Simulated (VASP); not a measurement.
# Mg in VASP: a series of runs, part 2 of 2

VASP 6.6.1.

### 3 Single point, PBE

INCAR reads:

```
SYSTEM = Mg
PREC = Accurate
ENCUT = 520
EDIFF = 1E-7
ISMEAR = -1
SIGMA = 0.15
LREAL = .False.
LASPH = .True.
NELM = 60
ALGO = Normal
ISIF = 2
LWAVE = .False.
LCHARG = .False.
GGA = PE
NBANDS = 24
```

KPOINTS reads:

```
regular mesh
0
Gamma
  2 2 1
  0 0 0
```

POSCAR reads:

```
Mg
1.0
    6.4200000000      0.0000000000      0.0000000000
    3.2100000000      5.5598830000      0.0000000000
    0.0000000000      0.0000000000     16.2130400000
Mg
12
Direct
    0.0000000000      0.0000000000      0.0616787475
    0.5000000000      0.0000000000      0.0616787475
    0.0000037321      0.4999925358      0.0616787475
    0.5000037321      0.4999925358      0.0616787475
   -0.2858739517      0.5162338848      0.2175162709
    0.2195449752      0.4931218876      0.2328681111
   -0.2835518284      1.0310288904      0.2284149055
    0.2364390591      0.9811717261      0.2029354149
   -0.0691100412      0.0898400200      0.3851776101
    0.4587500309      0.0849298447      0.3926160671
   -0.0546863341      0.5901203317      0.3847581946
    0.4351343305      0.6311643608      0.3965388354
```

Potentials or basis: VASP PAW PBE potentials, release 64 (Mg).

On the command line:

```
$ cat potpaw_PBE.64/Mg/POTCAR > POTCAR
$ mpirun -np 1 vasp_std > vasp.out
```

OUTCAR:

```text
SYSTEM = Mg
   PREC = Accurate
   ENCUT = 520
   EDIFF = 1E-7
   ISMEAR = -1
   LREAL = .False.
   LASPH = .True.
   NELM = 60
   ISIF = 2
   GGA = PE

 ion  position               nearest neighbor table
   1  0.000  0.000  0.062-   8 2.72   7 3.21   3 3.21   4 3.21   2 3.21   2 3.21   4 3.21   3 3.21

   2  0.500  0.000  0.062-   8 2.89   7 3.09   4 3.21   3 3.21   1 3.21   1 3.21   3 3.21   4 3.21

   3  0.000  0.500  0.062-   5 3.09   6 3.10   1 3.21   2 3.21   4 3.21   4 3.21   2 3.21   1 3.21
[... 4 lines left out ...]
                             7 3.32   8 3.40   9 3.61
   6  0.220  0.493  0.233-  11 2.91   7 3.09   3 3.10   5 3.18   8 3.23   5 3.26   8 3.27  12 3.31
                             4 3.32   7 3.35  10 3.45
   7  0.716  0.031  0.228-   9 3.00  10 3.06   6 3.09   2 3.09   5 3.11   1 3.21   8 3.22   8 3.28
                             5 3.32   6 3.35  11 3.53
   8  0.236  0.981  0.203-   1 2.72   2 2.89   5 3.04   7 3.22   6 3.23   6 3.27   7 3.28   5 3.40
                             9 3.42   4 3.52  10 3.59
   9  0.931  0.090  0.385-   7 3.00  10 3.05  12 3.11  11 3.16  11 3.26  12 3.34  10 3.38   8 3.42
                             5 3.61
  10  0.459  0.085  0.393-  12 2.99   9 3.05   7 3.06  11 3.15  11 3.27   9 3.38  12 3.43   6 3.45
                             8 3.59
  11  0.945  0.590  0.385-   6 2.91  10 3.15  12 3.16   9 3.16   5 3.24   9 3.26  10 3.27  12 3.29
                             7 3.53
  12  0.435  0.631  0.397-  10 2.99   9 3.11  11 3.16  11 3.29   5 3.29   6 3.31   9 3.34  10 3.43

  LATTYP: Found a hexagonal cell.
 ALAT       =     6.4199999201
 C/A-ratio  =     2.5253956701

  Lattice vectors:

 A1 = (  -3.2100000000,  -5.5598830000,   0.0000000000)
 A2 = (   6.4200000000,   0.0000000000,   0.0000000000)
 A3 = (   0.0000000000,   0.0000000000,  16.2130400000)

Analysis of symmetry for initial positions (statically):
=====================================================================
 Subroutine PRICEL returns:
 Original cell was already a primitive cell.

 Routine SETGRP: Setting up the symmetry group for a
[... 149 lines left out ...]
   LRPA    =     F    only Hartree local field effects (RPA)
 non-spin polarized calculation
  energy-cutoff  :      520.00
  volume of cell :      578.72
 maximum number of plane-waves:     15596
 NGX is ok and might be reduce to    48
   NGX = 23   NGY = 23   NGZ = 61

 number of electron      24.0000000 magnetization

 Free energy of the ion-electron system (eV)
  ---------------------------------------------------
  ext. energy  EPLUGINS =         0.00000000
  ---------------------------------------------------
  free energy    TOTEN  =       -15.55045236 eV

  energy without entropy =      -14.91451339  energy(sigma->0) =      -15.23248287

 E-fermi :  -0.4701     XC(G=0):  -5.1027

 val. band max:       -0.5057302459   @ k =   0.0000   0.0000   0.0000
 cond. band min:      -0.3983480663   @ k =   0.5000   0.0000   0.0000
 fundamental gap:      0.1073821796
 Fermi energy:        -0.4701475504

 k-point     1 :       0.0000    0.0000    0.0000
  band No.  band energies     occupation
      1      -6.9107      2.00000
      2      -5.6180      2.00000
      3      -3.7091      2.00000
      4      -2.3287      1.99999
      5      -2.2432      1.99999
      6      -2.2173      1.99998
[... 97 lines left out ...]
     23       2.3839      0.00000
     24       2.4525      0.00000

------------------------ aborting loop because EDIFF is reached ----------------------------------------

  FORCE on cell =-STRESS in cart. coord.  units (eV):
  Direction    XX          YY          ZZ          XY          YZ          ZX
  --------------------------------------------------------------------------------------
  -------------------------------------------------------------------------------------
  Total       -1.0851708     -4.0389543     -0.0446936     -0.1447845      0.5589800      0.7617039
  in kB       -3.0043016    -11.1818688     -0.1237346     -0.4008367      1.5475394      2.1087817
  external PRESSURE =      -4.7699683 kB  Pullay stress =       0.0000000 kB

 VOLUME and BASIS-vectors are now :
 -----------------------------------------------------------------------------
  energy-cutoff  :      520.00
  volume of cell :      578.72
      direct lattice vectors                 reciprocal lattice vectors
     6.420000000  0.000000000  0.000000000     0.155763240 -0.089929950  0.000000000
     3.210000000  5.559883000  0.000000000     0.000000000  0.179859900  0.000000000
     0.000000000  0.000000000 16.213040000     0.000000000  0.000000000  0.061678747

 POSITION                                       TOTAL-FORCE (eV/Angst)
 -----------------------------------------------------------------------------------
      0.00000      0.00000      1.00000        -0.521206      0.028786     -0.531527
      3.21000      0.00000      1.00000         0.222237      0.016989     -0.224994
      1.60500      2.77990      1.00000         0.032169      0.006720      0.012660
      4.81500      2.77990      1.00000        -0.264076     -0.051817     -0.094865
      6.24180      2.87020      3.52660         0.332658     -0.125062      0.520085
      2.99240      2.74170      3.77550         0.241809      0.046222     -0.062575
      4.69920      0.17252      3.70330         0.003765     -0.387777     -0.115678
      4.66750      5.45520      3.29020         0.151831      0.212972      1.151365
      6.26470      0.49950      6.24490         0.390609      0.216645     -0.125932
      3.21780      0.47220      6.36550        -0.283135      0.302862     -0.248334
      7.96320      3.28100      6.23810        -0.149753      0.065711      0.109972
      4.81960      3.50920      6.42910        -0.156909     -0.332252     -0.390179
 -----------------------------------------------------------------------------------
    total drift:                                0.000011     -0.000005      0.000061

  FREE ENERGIE OF THE ION-ELECTRON SYSTEM (eV)
  ---------------------------------------------------
  free  energy   TOTEN  =       -15.5504523559 eV

  energy  without entropy=      -14.9145133932  energy(sigma->0) =      -15.23248287
```

OSZICAR:

```text
N       E                     dE             d eps       ncg     rms          rms(c)
DAV:   1     0.346066764325E+02    0.34607E+02   -0.58576E+03   192   0.648E+02
DAV:   2    -0.136861478833E+02   -0.48293E+02   -0.45406E+02   232   0.825E+01
DAV:   3    -0.161694131766E+02   -0.24833E+01   -0.24126E+01   272   0.165E+01
[... 11 lines left out ...]
DAV:  15    -0.155504438266E+02   -0.21019E-04   -0.14865E-05   216   0.146E-02    0.197E-03
DAV:  16    -0.155504499657E+02   -0.61392E-05   -0.20721E-06   232   0.498E-03    0.730E-04
DAV:  17    -0.155504521278E+02   -0.21620E-05   -0.47165E-07   240   0.247E-03    0.318E-04
DAV:  18    -0.155504523427E+02   -0.21492E-06   -0.76053E-08   168   0.978E-04    0.113E-04
DAV:  19    -0.155504523559E+02   -0.13178E-07   -0.13683E-08   160   0.549E-04
   1 F= -.15550452E+02 E0= -.15232483E+02  d E =-.635939E+00
```

stdout:

```text
POSCAR found type information on POSCAR Mg
 POSCAR found :  1 types and      12 ions
 scaLAPACK will be used
 LDA part: xc-table for (Slater+PW92), standard interpolation
 POSCAR, INCAR and KPOINTS ok, starting setup
 FFT: planning ... GRIDC
 FFT: planning ... GRID_SOFT
 FFT: planning ... GRID
 WAVECAR not read
 entering main loop
```

Run time: 4 min. Hardware: 1 thread of AMD EPYC 7R13, shared host; peak memory 0.54 GiB.

Results:

```yaml
Free_energy: -15.5505 eV
Largest_force: 1.181 eV/Å
Band_gap_on_the_k_mesh: zero (bands 12 and 13 overlap by 0.69 eV)
```

Forces in eV/Å, atoms in the order of the input:
```
Mg  -0.521  0.029 -0.532
Mg   0.222  0.017 -0.225
Mg   0.032  0.007  0.013
Mg  -0.264 -0.052 -0.095
Mg   0.333 -0.125  0.520
Mg   0.242  0.046 -0.063
Mg   0.004 -0.388 -0.116
Mg   0.152  0.213  1.151
Mg   0.391  0.217 -0.126
Mg  -0.283  0.303 -0.248
Mg  -0.150  0.066  0.110
Mg  -0.157 -0.332 -0.390
```

Levels at points of the mesh, in eV from the Fermi level:
```
           k point  band 7  band 8  band 9  band 10  band 11  band 12  band 13  band 14
(0.00, 0.00, 0.00)   -1.69   -1.61   -1.59    -0.97    -0.73    -0.68    -0.51    -0.28
(0.50, 0.00, 0.00)   -2.10   -2.00   -1.63    -1.52     0.07     0.18     0.24     0.25
(0.50, 0.50, 0.00)   -2.07   -2.03   -1.61    -1.55     0.13     0.13     0.23     0.25
(0.00, 0.50, 0.00)   -2.09   -1.99   -1.61    -1.57     0.09     0.14     0.18     0.21
```

Caveat: the k points lie up to 0.57 Å⁻¹ apart, too coarse for converged energies and pressures of a metal; there is no dipole correction, which matters where the two faces differ.

### 4 Single point, PBE

INCAR reads:

```
PREC = Accurate
ENCUT = 520
EDIFF = 1E-6
ISMEAR = -1
SIGMA = 0.15
LREAL = False
LASPH = True
NELM = 60
ALGO = Normal
ISIF = 2
LWAVE = False
LCHARG = False
GGA = PE
NBANDS = 24
```

KPOINTS reads:

```
regular mesh
0
Gamma
  2 2 1
```

POSCAR reads:

```
Mg
1.0
    6.4200000000      0.0000000000      0.0000000000
    3.2100000000      5.5598830000      0.0000000000
    0.0000000000      0.0000000000     16.2130400000
Mg
12
Direct
    0.0000000000      0.0000000000      0.0616787475
    0.5000000000      0.0000000000      0.0616787475
    0.0000037321      0.4999925358      0.0616787475
    0.5000037321      0.4999925358      0.0616787475
   -0.2405519893      0.5042192435      0.2228268110
    0.2442921476      0.5563066705      0.2206803906
   -0.2374491876      1.0577021135      0.2330716510
    0.2721085557      1.0402377172      0.2221421769
   -0.1254012742      0.1745720189      0.4133956371
    0.3896126094      0.1597155911      0.3951572315
   -0.1060722307      0.7202129973      0.3759319659
    0.4047007102      0.6875144675      0.3848692164
```

On the command line:

```
$ cat potpaw_PBE.64/Mg/POTCAR > POTCAR
$ mpirun -np 1 vasp_std > vasp.out
```

Run time: 3.6 min. Hardware: 1 thread of AMD EPYC 7R13, shared host; peak memory 0.54 GiB.

The run converged. Its results:

```
Free energy            : -15.5645 eV
Largest force          : 0.691 eV/Å
Band gap on the k mesh : zero (bands 12 and 13 overlap by 0.59 eV)
```

Forces on the atoms (eV/Å):
```
Mg   0.036 -0.024  0.122
Mg   0.232 -0.047 -0.027
Mg   0.079 -0.031 -0.014
Mg   0.089 -0.064 -0.079
Mg   0.243  0.546  0.240
Mg  -0.203 -0.140  0.185
Mg  -0.470 -0.242 -0.094
Mg  -0.219 -0.033  0.253
Mg   0.394  0.325 -0.436
Mg   0.131  0.512 -0.219
Mg  -0.205 -0.640  0.161
Mg  -0.106 -0.161 -0.089
```

Levels at points of the mesh, in eV from the Fermi level:
| k point | band 8 | band 9 | band 10 | band 11 | band 12 | band 13 |
| --- | --- | --- | --- | --- | --- | --- |
| (0.00, 0.00, 0.00) | -1.55 | -1.50 | -1.00 | -0.70 | -0.57 | -0.43 |
| (0.50, 0.00, 0.00) | -2.03 | -1.55 | -1.46 | 0.08 | 0.13 | 0.22 |
| (0.50, 0.50, 0.00) | -1.99 | -1.52 | -1.49 | 0.04 | 0.16 | 0.23 |
| (0.00, 0.50, 0.00) | -1.95 | -1.59 | -1.49 | 0.04 | 0.12 | 0.22 |

Caveat: the k points lie up to 0.57 Å⁻¹ apart, too coarse for converged energies and pressures of a metal; there is no dipole correction, which matters where the two faces differ.

### 5 Summary

```csv
cell,gap on the mesh (eV),largest force (eV/Å)
"as given, atomic positions A",none,0.64
"as given, atomic positions B",none,1.18
"as given, atomic positions C",none,0.69
```

Alike in all rows: task single point; level PBE; potentials or basis VASP PAW PBE potentials, release 64 (Mg); no spin polarisation; k mesh 2 × 2 × 1; cutoff (eV) 520; smearing fermi-dirac 0.15 eV.

Caveats: all runs use coarse meshes; there is no dipole correction, which matters where the two faces differ.

Absolute energies hang on the potentials; compare differences alone.

The gap in the log of VASP goes by the Fermi energy; the results here count the filled bands.